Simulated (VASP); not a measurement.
# Ni (P6_3/mmc) in VASP: a series of runs, part 2 of 2

VASP 6.6.1.

## (3) Single point, r2SCAN, collinear spin, ferromagnetic start

This run uses another cell than the first one, of 10.78 Å³/atom.

The input, POSCAR:

```
Ni
1.0
    2.4642354424      0.0000000000      0.0000000000
   -1.2321177212      2.1340904941      0.0000000000
    0.0000000000      0.0000000000      4.0997805916
Ni
2
Direct
    0.6666666667      0.3333333333      0.7500000000
    0.3333333333      0.6666666667      0.2500000000
```

The input, INCAR.step1:

```
  ALGO = Normal
  EDIFF = 1E-4
  ENCUT = 520
  GGA = PE
  ISMEAR = -1
  ISPIN = 2
  LASPH = True
  LCHARG = False
  LMAXMIX = 4
  LREAL = False
  LWAVE = True
  MAGMOM = 1 1
  NBANDS = 21
  NELM = 150
  PREC = Accurate
  SIGMA = 0.05
```

The input, INCAR.step2:

```
  ALGO = Normal
  EDIFF = 1E-6
  ENCUT = 520
  ISIF = 2
  ISMEAR = -1
  ISPIN = 2
  ISTART = 1
  LASPH = True
  LCHARG = False
  LMAXMIX = 4
  LMIXTAU = True
  LORBIT = 11
  LREAL = False
  LWAVE = False
  MAGMOM = 1 1
  METAGGA = R2SCAN
  NBANDS = 21
  NELM = 150
  PREC = Accurate
  SIGMA = 0.05
```

The input, KPOINTS:

```
k-points
0
Gamma
  12 12 7
```

Potentials or basis: VASP PAW PBE potentials, release 64 (Ni).

Run with:

```bash
$ cat potpaw_PBE.64/Ni/POTCAR > POTCAR
$ cp INCAR.step1 INCAR
$ mpirun -np 1 vasp_std > vasp.out
$ cp INCAR.step2 INCAR
$ mpirun -np 1 vasp_std > vasp.out
```

OUTCAR:

```text
EDIFF = 1E-6
   ENCUT = 520
   ISIF = 2
   ISMEAR = -1
   ISPIN = 2
   ISTART = 1
   LASPH = True
   LORBIT = 11
   LREAL = False
   METAGGA = R2SCAN
   NELM = 150
   PREC = Accurate

 ion  position               nearest neighbor table
   1  0.667  0.333  0.750-   2 2.50   2 2.50   2 2.50   2 2.50   2 2.50   2 2.50
   2  0.333  0.667  0.250-   1 2.50   1 2.50   1 2.50   1 2.50   1 2.50   1 2.50

  LATTYP: Found a hexagonal cell.
 ALAT       =     2.4642354424
 C/A-ratio  =     1.6637130207

  Lattice vectors:

 A1 = (   2.4642354424,   0.0000000000,   0.0000000000)
 A2 = (  -1.2321177212,   2.1340904941,   0.0000000000)
 A3 = (   0.0000000000,   0.0000000000,   4.0997805916)

Analysis of symmetry for initial positions (statically):
=====================================================================
 Subroutine PRICEL returns:
 Original cell was already a primitive cell.

 Routine SETGRP: Setting up the symmetry group for a
 hexagonal supercell.

[... 775 lines left out ...]
      3       7.7623      1.00000
      4       7.7625      1.00000
      5       7.8389      1.00000
      6       8.0465      1.00000
[... 565 lines left out ...]
     20      35.2996      0.00000
     21      38.4525      0.00000

 [... further k-points ...]

------------------------ aborting loop because EDIFF is reached ----------------------------------------

  FORCE on cell =-STRESS in cart. coord.  units (eV):
  Direction    XX          YY          ZZ          XY          YZ          ZX
  --------------------------------------------------------------------------------------
  -------------------------------------------------------------------------------------
  Total       -0.5487928     -0.5487928     -0.5770635      0.0000000      0.0000000     -0.0000000
  in kB      -40.7815117    -40.7815117    -42.8823484      0.0000000      0.0000000     -0.0000000
  external PRESSURE =     -41.4817906 kB  Pullay stress =       0.0000000 kB

 VOLUME and BASIS-vectors are now :
 -----------------------------------------------------------------------------
  energy-cutoff  :      520.00
  volume of cell :       21.56
      direct lattice vectors                 reciprocal lattice vectors
     2.464235442  0.000000000  0.000000000     0.405805380  0.234291845  0.000000000
    -1.232117721  2.134090494  0.000000000     0.000000000  0.468583691  0.000000000
     0.000000000  0.000000000  4.099780592     0.000000000  0.000000000  0.243915492

 POSITION                                       TOTAL-FORCE (eV/Angst)
 -----------------------------------------------------------------------------------
      1.23212      0.71136      3.07484         0.000000      0.000000      0.000000
     -0.00000      1.42273      1.02495        -0.000000     -0.000000     -0.000000
 -----------------------------------------------------------------------------------
    total drift:                               -0.000000      0.000000     -0.000000

  FREE ENERGIE OF THE ION-ELECTRON SYSTEM (eV)
  ---------------------------------------------------
  free  energy   TOTEN  =       -23.8077697274 eV

  energy  without entropy=      -23.7808010106  energy(sigma->0) =      -23.79428537

 total charge

# of ion       s       p       d       tot
------------------------------------------
    1        0.516   0.524   8.323   9.363
    2        0.516   0.524   8.323   9.363
--------------------------------------------------
tot          1.031   1.049  16.647  18.727

 magnetization (x)

# of ion       s       p       d       tot
------------------------------------------
    1       -0.008  -0.041   0.787   0.738
    2       -0.008  -0.041   0.787   0.738
--------------------------------------------------
tot         -0.016  -0.082   1.574   1.475
```

OSZICAR.step1:

```text
N       E                     dE             d eps       ncg     rms          rms(c)
DAV:   1     0.972600405253E+02    0.97260E+02   -0.91909E+03  6810   0.140E+03
DAV:   2    -0.713501049643E+01   -0.10440E+03   -0.96379E+02  6504   0.236E+02
DAV:   3    -0.128872352904E+02   -0.57522E+01   -0.55135E+01  7333   0.630E+01
DAV:   4    -0.129553428571E+02   -0.68108E-01   -0.68059E-01  7332   0.647E+00
DAV:   5    -0.129571151250E+02   -0.17723E-02   -0.17722E-02  7406   0.105E+00    0.142E+01
DAV:   6    -0.115582322840E+02    0.13989E+01   -0.70794E+00  7530   0.575E+01    0.863E+00
DAV:   7    -0.109330281311E+02    0.62520E+00   -0.15058E+00  7435   0.233E+01    0.272E+00
DAV:   8    -0.109046383701E+02    0.28390E-01   -0.12172E-02  8895   0.133E+00    0.135E+00
DAV:   9    -0.108996465350E+02    0.49918E-02   -0.62097E-04  9203   0.319E-01    0.406E-01
DAV:  10    -0.108983510923E+02    0.12954E-02   -0.11397E-04  5536   0.236E-01    0.474E-02
DAV:  11    -0.108983738713E+02   -0.22779E-04   -0.10892E-04  4668   0.107E-01
   1 F= -.10898374E+02 E0= -.10880675E+02  d E =-.353975E-01  mag=     1.2858
```

Wall time 11 min (1 thread of AMD EPYC, shared host); peak memory 0.14 GiB.

Results:

```yaml
Free_energy: -23.8078 eV
Pressure: -4.1 GPa
Net_moment: 1.43 μB per cell
Site_moments: Ni +0.74 μB
Valence_electrons_inside_the_program's_atomic_spheres: Ni 9.36
```

Stress tensor (GPa, compression positive):
```
-4.08  0.00  0.00
 0.00 -4.08  0.00
 0.00  0.00 -4.29
```

Levels at points of the mesh, in eV from the Fermi level:
Spin up:
```
           k point  band 8  band 9  band 10  band 11  band 12  band 13  band 14  band 15
(0.00, 0.00, 0.00)   -1.91   -1.91    -1.00    -1.00    -0.58     5.46    23.72    25.93
(0.50, 0.00, 0.00)   -1.02   -0.91    -0.84     0.97     3.03     9.59    10.21    12.63
```
Spin down:
```csv
k point,band 6,band 7,band 8,band 9,band 10,band 11,band 12,band 13
"(0.00, 0.00, 0.00)",-1.37,-1.36,-1.10,-1.10,-0.77,-0.14,-0.14,6.22
"(0.50, 0.00, 0.00)",-1.90,-1.23,0.03,0.29,0.41,1.83,3.65,9.69
```

Caveat: the cell stands under tension; the PAW data sets were made with another functional, which shifts forces and pressure a little.

## (4) Single point, r2SCAN, collinear spin, ferromagnetic start

This run uses another cell than the first one, of 10.99 Å³/atom.

The input, POSCAR:

```
Ni
1.0
    2.4802374197      0.0000000000      0.0000000000
   -1.2401187098      2.1479486129      0.0000000000
    0.0000000000      0.0000000000      4.1264032895
Ni
2
Direct
    0.6666666667      0.3333333333      0.7500000000
    0.3333333333      0.6666666667      0.2500000000
```

The input, INCAR.step1:

```
ALGO = Normal ; EDIFF = 1E-4
ENCUT = 520 ; GGA = PE
ISMEAR = -1 ; ISPIN = 2
LASPH = T ; LCHARG = F
LMAXMIX = 4 ; LREAL = F
LWAVE = T ; MAGMOM = 1 1
NBANDS = 21 ; NELM = 150
PREC = Accurate ; SIGMA = 0.05
```

The input, INCAR.step2:

```
ALGO = Normal ; EDIFF = 1E-7
ENCUT = 520 ; ISIF = 2
ISMEAR = -1 ; ISPIN = 2
ISTART = 1 ; LASPH = T
LCHARG = F ; LMAXMIX = 4
LMIXTAU = T ; LORBIT = 11
LREAL = F ; LWAVE = F
MAGMOM = 1 1 ; METAGGA = R2SCAN
NBANDS = 21 ; NELM = 150
PREC = Accurate ; SIGMA = 0.05
```

KPOINTS is that of step 3.

Potentials or basis: VASP PAW PBE potentials, release 64 (Ni).

Run with:

```bash
$ cat potpaw_PBE.64/Ni/POTCAR > POTCAR
$ cp INCAR.step1 INCAR
$ mpirun -np 1 vasp_std > vasp.out
$ cp INCAR.step2 INCAR
$ mpirun -np 1 vasp_std > vasp.out
```

OUTCAR:

```text
EDIFF = 1E-7
   ENCUT = 520
   ISIF = 2
   ISMEAR = -1
   ISPIN = 2
   ISTART = 1
   LASPH = T
   LORBIT = 11
   LREAL = F
   METAGGA = R2SCAN
   NELM = 150
   PREC = Accurate

 ion  position               nearest neighbor table
   1  0.667  0.333  0.750-   2 2.51   2 2.51   2 2.51   2 2.51   2 2.51   2 2.51
   2  0.333  0.667  0.250-   1 2.51   1 2.51   1 2.51   1 2.51   1 2.51   1 2.51

  LATTYP: Found a hexagonal cell.
 ALAT       =     2.4802374197
 C/A-ratio  =     1.6637130207

  Lattice vectors:

[... 1369 lines left out ...]
  external PRESSURE =     -76.9662516 kB  Pullay stress =       0.0000000 kB

 VOLUME and BASIS-vectors are now :
 -----------------------------------------------------------------------------
  energy-cutoff  :      520.00
  volume of cell :       21.98
      direct lattice vectors                 reciprocal lattice vectors
     2.480237420  0.000000000  0.000000000     0.403187208  0.232780243  0.000000000
    -1.240118710  2.147948613  0.000000000     0.000000000  0.465560486  0.000000000
     0.000000000  0.000000000  4.126403289     0.000000000  0.000000000  0.242341800

 POSITION                                       TOTAL-FORCE (eV/Angst)
 -----------------------------------------------------------------------------------
      1.24012      0.71598      3.09480         0.000000      0.000000      0.000000
     -0.00000      1.43197      1.03160        -0.000000     -0.000000      0.000000
 -----------------------------------------------------------------------------------
    total drift:                               -0.000000      0.000000     -0.000000

  FREE ENERGIE OF THE ION-ELECTRON SYSTEM (eV)
  ---------------------------------------------------
  free  energy   TOTEN  =       -23.7922165790 eV

  energy  without entropy=      -23.7652195792  energy(sigma->0) =      -23.77871808

 total charge

# of ion       s       p       d       tot
------------------------------------------
    1        0.507   0.507   8.313   9.328
    2        0.507   0.507   8.313   9.328
--------------------------------------------------
tot          1.015   1.015  16.627  18.656

 magnetization (x)

# of ion       s       p       d       tot
------------------------------------------
    1       -0.008  -0.041   0.798   0.750
    2       -0.008  -0.041   0.798   0.750
--------------------------------------------------
tot         -0.016  -0.082   1.596   1.499
```

OSZICAR.step1:

```text
N       E                     dE             d eps       ncg     rms          rms(c)
DAV:   1     0.957850567774E+02    0.95785E+02   -0.91524E+03  6792   0.138E+03
DAV:   2    -0.738982613102E+01   -0.10317E+03   -0.95156E+02  6484   0.233E+02
DAV:   3    -0.128923642549E+02   -0.55025E+01   -0.52860E+01  7321   0.618E+01
DAV:   4    -0.129587097767E+02   -0.66346E-01   -0.66299E-01  7403   0.641E+00
DAV:   5    -0.129604789243E+02   -0.17691E-02   -0.17691E-02  7395   0.104E+00    0.140E+01
DAV:   6    -0.116034180284E+02    0.13571E+01   -0.73167E+00  7505   0.581E+01    0.887E+00
DAV:   7    -0.109333515581E+02    0.67007E+00   -0.15912E+00  7392   0.238E+01    0.263E+00
DAV:   8    -0.109070931084E+02    0.26258E-01   -0.12423E-02  8773   0.126E+00    0.133E+00
DAV:   9    -0.109019743893E+02    0.51187E-02   -0.61495E-04  9221   0.328E-01    0.404E-01
DAV:  10    -0.109006373820E+02    0.13370E-02   -0.11623E-04  5564   0.243E-01    0.473E-02
DAV:  11    -0.109006524957E+02   -0.15114E-04   -0.11913E-04  4757   0.113E-01
   1 F= -.10900652E+02 E0= -.10882711E+02  d E =-.358830E-01  mag=     1.3017
```

It took 12 min on 1 thread of AMD EPYC, shared host; peak memory 0.14 GiB.

What came out:

```yaml
Free_energy: -23.7922 eV
Pressure: -7.7 GPa
Net_moment: 1.45 μB per cell
Site_moments: Ni +0.75 μB
Valence_electrons_inside_the_program's_atomic_spheres: Ni 9.33
```

Caveat: the cell stands under tension; the PAW data sets were made with another functional, which shifts forces and pressure a little.

## (5) Overview

| cell | gap on the mesh (eV) | pressure (GPa) | moment (μB) |
| --- | --- | --- | --- |
| a = 2.448, b = 2.448, c = 4.073 Å, angles 90.0, 90.0, 120.0°, 2 atoms | none | -0.2 | 1.42 |
| a = 2.464, b = 2.464, c = 4.100 Å, angles 90.0, 90.0, 120.0°, 2 atoms | none | -4.1 | 1.43 |
| a = 2.480, b = 2.480, c = 4.126 Å, angles 90.0, 90.0, 120.0°, 2 atoms | none | -7.7 | 1.45 |

Alike in all rows: task single point; level r2SCAN; potentials or basis VASP PAW PBE potentials, release 64 (Ni); spin collinear, ferromagnetic start; k mesh 12 × 12 × 7; cutoff (eV) 520; smearing fermi-dirac 0.05 eV.

Caveats: the PAW data sets were made with another functional, which shifts forces and pressure a little; the cell stands under tension (at least some runs).

Total energies depend on the potentials used, so only differences within one code and one set of settings carry meaning.
